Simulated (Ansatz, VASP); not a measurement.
**One calculation of HfSi15, two programs**

```
CELL_PARAMETERS angstrom
0.00000 5.47009 -5.47009
5.47009 5.47009 0.00000
5.47009 0.00000 -5.47009
ATOMIC_POSITIONS crystal
Hf 0.37500 0.37500 0.37500
Si 0.37283 0.87717 0.37283
Si 0.87717 0.37283 0.37283
Si 0.87717 0.87717 0.37283
Si 0.37283 0.37283 0.87717
Si 0.37283 0.87717 0.87717
Si 0.87717 0.37283 0.87717
Si 0.87500 0.87500 0.87500
Si 0.50894 0.50894 0.97317
Si 0.50123 0.99959 0.99959
Si 0.99959 0.50123 0.99959
Si 0.99959 0.99959 0.99959
Si 0.50894 0.50894 0.50894
Si 0.50894 0.97317 0.50894
Si 0.97317 0.50894 0.50894
Si 0.99959 0.99959 0.50123
```

Alike in both runs: functional PBE; k mesh 2 × 2 × 2; occupations gaussian, width 0.01 eV; no spin polarisation.

Ansatz relaxed the structure, and its values are those at the end. VASP's run is a single point on that final structure, the one shown.

|  | VASP | Ansatz |
| --- | --- | --- |
| version | VASP 6.6.1 | Ansatz 0.2.0 |
| potentials or method | VASP PAW PBE potentials, release 64 (Hf_pv, Si), cutoff 520 eV | scalar-relativistic, plane waves, PAW |
| valence electrons in the cell | 70 | 86 |

```tsv
	VASP	Ansatz	Ansatz less VASP
gap on the k mesh at the Fermi level (eV)	0.03	0.03	+0.001
least direct gap on the mesh (eV)	0.51	0.51	-0.002
rms of the force components (eV/Å)	0.012	0.008	-0.0035
```

The functional is the same, so the differences come from potentials, cutoffs and numerics. VASP's potentials hold 70 valence electrons a cell and Ansatz's 86, so a difference there can come from the potentials and not from the codes.

The k mesh is coarse, so the values compare programs but aren't converged. Spin-orbit coupling is off throughout.
